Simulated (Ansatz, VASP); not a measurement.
**One calculation of SnO2, two programs**

```
Sn O
1.0
     4.76051    0.00000    0.00000
     0.00000    4.76070    0.00000
     0.00000    0.00000    3.20005
Sn O
2 4
Direct
  0.50000 0.50000 0.50000
  0.00000 0.00000 0.00000
  0.30583 0.30592 0.00000
  0.80583 0.19408 0.50000
  0.19417 0.80592 0.50000
  0.69417 0.69408 0.00000
```

Alike in both runs: task single point; functional HSE06; k mesh 2 × 2 × 4; no spin polarisation.

```csv
,VASP,Ansatz
version,VASP 6.6.1,Ansatz 0.2.0
potentials or method,"VASP PAW PBE potentials, release 64 (Sn_d, O), cutoff 520 eV",plane waves
occupations,"gaussian, width 0.01 eV",fixed
valence electrons in the cell,52,52
```

```csv
,VASP,Ansatz,Ansatz less VASP
gap on the k mesh at the Fermi level (eV),2.86,2.86,+0.003
pressure (GPa),-1.0,-1.6,-0.62
"traceless stress, the component that is largest in VASP (GPa)",-0.44,-0.80,-0.357
rms of the force components (eV/Å),0.029,0.039,+0.0104
```

Atom by atom the forces differ by 0.010 eV/Å (rms over components). Ansatz's warnings: stress exchange threshold loose, stress scf threshold loose.

The k mesh is coarse, so the values compare programs but aren't converged.
